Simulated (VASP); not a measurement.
Write the native input for VASP 6.6.1 that does the following.

```yaml
Task: relaxation of cell and atoms
Functional: BLYP
Potentials_or_basis: VASP PAW PBE potentials, release 64 (Cr_pv)
Cutoff: 600 eV
k_mesh: 13 × 13 × 13
Occupations: fermi-dirac, width 0.1 eV
Spin: no spin polarisation
Dipole_correction: no
Further_INCAR_settings: ALGO = Normal; EDIFF = 1e-07; IBRION = 2; EDIFFG = -0.01; NSW = 80; ISIF = 3
```

The structure of Cr lies in POSCAR:

```
Cr
1.0
    2.3484326893      0.0000000000      0.0000000000
    0.0000000000      2.3484326893      0.0000000000
    0.0000000000      0.0000000000      2.3484326893
Cr
1
Direct
    0.0000000000      0.0000000000      0.0000000000
```

These files were run (other wordings do the same):

INCAR

```
PREC     = Accurate       # precision mode
ENCUT    = 600            # plane-wave cutoff, eV
EDIFF    = 1E-7           # SCF threshold, eV
ISMEAR   = -1             # smearing method
SIGMA    = 0.1            # smearing width, eV
LREAL    = False          # projectors in reciprocal space
LASPH    = True           # aspherical terms in the spheres
NELM     = 60             # most SCF steps
ALGO     = Normal         # electronic algorithm
ISIF     = 3              # what is computed and relaxed
LWAVE    = False          # write WAVECAR
LCHARG   = False          # write CHGCAR
GGA      = B5             # functional
ALDAX    = 1.0          
AGGAX    = 1.0          
AGGAC    = 1.0          
ALDAC    = 0.0          
IBRION   = 2              # ionic algorithm
NSW      = 80             # ionic steps
EDIFFG   = -0.01          # ionic threshold
```

KPOINTS

```
Automatic mesh
0
Gamma
  13 13 13
```

Potentials or basis: VASP PAW PBE potentials, release 64 (Cr_pv).

Launch:

```sh
$ cat potpaw_PBE.64/Cr_pv/POTCAR > POTCAR
$ mpirun -np 1 vasp_std > vasp.out
```

It gave:

| Item | Value |
| --- | --- |
| Relaxed volume | 13.27 Å³/atom |
| Relaxed cell | a = 2.368 Å, b = 2.368 Å, c = 2.368 Å, α = 90.00°, β = 90.00°, γ = 90.00° |
| Space group after relaxing (to 0.05 Å) | Pm-3m (No. 221) |
| Energy gained by relaxing | 4.2 meV/atom |
| Ionic steps | 3 |
| Pressure after relaxing | -0.1 GPa |
| Band gap on the k mesh | zero (band 6 reaches 10.64 eV, above the bottom of band 7 at 9.22 eV) |

Caveat: the PAW data sets were made with another functional, which shifts forces and pressure a little; the run has no spin polarisation, though such a crystal can be magnetic.

It took 18 s on 1 thread of Intel(R) Xeon(R) 6975P-C (Granite Rapids), with other jobs on the host, peak memory 0.13 GiB.
